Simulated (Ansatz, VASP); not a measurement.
W: VASP beside Ansatz

Contents of INCAR:

```
SYSTEM = W
  ALGO = Fast
  EDIFF = 1E-6
  EDIFFG = -0.01
  ENCUT = 600
  GGA = PS
  IBRION = 2
  ISIF = 3
  ISMEAR = 0
  LASPH = .True.
  LCHARG = .False.
  LREAL = .False.
  LWAVE = .False.
  NELM = 80
  NSW = 100
  PREC = Accurate
  SIGMA = 0.1
```

Contents of KPOINTS:

```
k-points
0
Gamma
  24 24 12
  0 0 0
```

The input POSCAR:

```
W
1.0
    2.7549335746      0.0000000000      0.0000000000
   -1.3774667873      2.3858424614      0.0000000000
    0.0000000000      0.0000000000      4.8906352950
W
2
Direct
    0.3333333333      0.6666666667      0.2500000000
    0.6666666667      0.3333333333      0.7500000000
```

Input for Ansatz:

```yaml
crystal:
  lattice:
    - [2.7549335746, 0.0, 0.0]
    - [-1.3774667873, 2.3858424614, 0.0]
    - [0.0, 0.0, 4.890635295]
  atoms:
    - { symbol: W, position: [0.3333333333, 0.6666666667, 0.25] }
    - { symbol: W, position: [0.6666666667, 0.3333333333, 0.75] }
basis:
  ecutwfc: 420
kpoints:
  mp_grid: { grid: [24, 24, 12] }
hamiltonian:
  xc: pbesol
scf:
  occupations: { method: gaussian, width: 0.1 }
output:
  forces: true
  stress: true
  eigenvalues: true
relax:
  adjacent_minimum: "off"
  f_tol: 0.01
  max_steps: 80
  cell: { stress_tol: 0.05 }
```

Alike in both runs: task relaxation of cell and atoms; functional PBEsol; k mesh 24 × 24 × 12; occupations gaussian, width 0.1 eV; no spin polarisation.

|  | VASP | Ansatz |
| --- | --- | --- |
| version | VASP 6.6.1 | Ansatz 0.2.0 |
| potentials or method | VASP PAW PBE potentials, release 64 (W_sv), cutoff 600 eV | scalar-relativistic, plane waves, PAW |
| valence electrons in the cell | 28 | 28 |

VASP gave:

| Property | Result |
| --- | --- |
| gap on the k mesh at the Fermi level, each at its own relaxed structure (eV) | none |
| relaxed volume (Å³/atom) | 16.08 |
| relaxed length of the cell vector where the two differ most in proportion (Å) | 2.754 |

Task: Estimate Ansatz's values.

Result: gap on the k mesh at the Fermi level, each at its own relaxed structure (eV): none; relaxed volume (Å³/atom): 16.04; relaxed length of the cell vector where the two differ most in proportion (Å): 2.752.

VASP's potentials were made for PBE, not for PBEsol. A gap of «none» marks a metal or a gap that the smearing closes.

Neither program's run includes spin-orbit coupling.
